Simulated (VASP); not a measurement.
Runs of VASP 6.6.1 on MnO. The structure is cubic, space group Fm-3m (No. 225). Conventional cell: a = 4.446 Å, b = 4.446 Å, c = 4.446 Å, α = 90.00°, β = 90.00°, γ = 90.00°. Within 2.9 Å of Mn (site symmetry m-3m) lie 6 O at 2.22 Å. O (site symmetry m-3m) has 6 Mn at 2.22 Å within 2.9 Å. 

| level | spin | U | gap on the mesh (eV) | pressure (GPa) | moment (μB) |
| --- | --- | --- | --- | --- | --- |
| r2SCAN | off | - | none | -36.2 | - |
| r2SCAN | collinear, ferromagnetic start | - | none | (a) | 9.99 |
| r2SCAN | collinear, antiferromagnetic start | - | 1.66 | -3.1 | 0.00 |
| PBE | collinear, ferromagnetic start | - | none | (d) | 9.57 |
| PBE | collinear, antiferromagnetic start | - | 0.88 | -0.5 | 0.00 |
| PBE | off | - | none | (c) | - |
| PBE+U | off | Mn d U = 4.0 eV | none | -26.4 | - |
| PBE+U | collinear, antiferromagnetic start | Mn d U = 4.0 eV | (b) | 5.1 | 0.00 |
| PBE+U | collinear, ferromagnetic start | Mn d U = 4.0 eV | 0.23 | 7.7 | 10.00 |

Alike in all rows: task single point; potentials or basis VASP PAW PBE potentials, release 64 (Mn_pv, O); cell as given; k mesh 4 × 8 × 8; cutoff (eV) 520; smearing fermi-dirac 0.05 eV.

Fill in the values left out.

(a) 0.6; (b) 1.80; (c) -33.7; (d) 0.3.

Caveats: the cell stands under tension (at least some runs); semilocal functionals often make such compounds metallic where correlation or magnetic order opens a gap, which also shifts bond lengths (at least some runs); the PAW data sets were made with another functional, which shifts forces and pressure a little (at least some runs); the run started ferromagnetic, and an antiferromagnetic order may lie lower in energy (at least some runs); the cell stands under pressure (at least some runs); U without spin polarisation on a metal has little footing (at least some runs); semilocal functionals underestimate gaps, and a narrow one can read as zero (at least some runs).

A k mesh can miss the band edges.

A gap of «none» marks levels without a gap at the run's occupations.
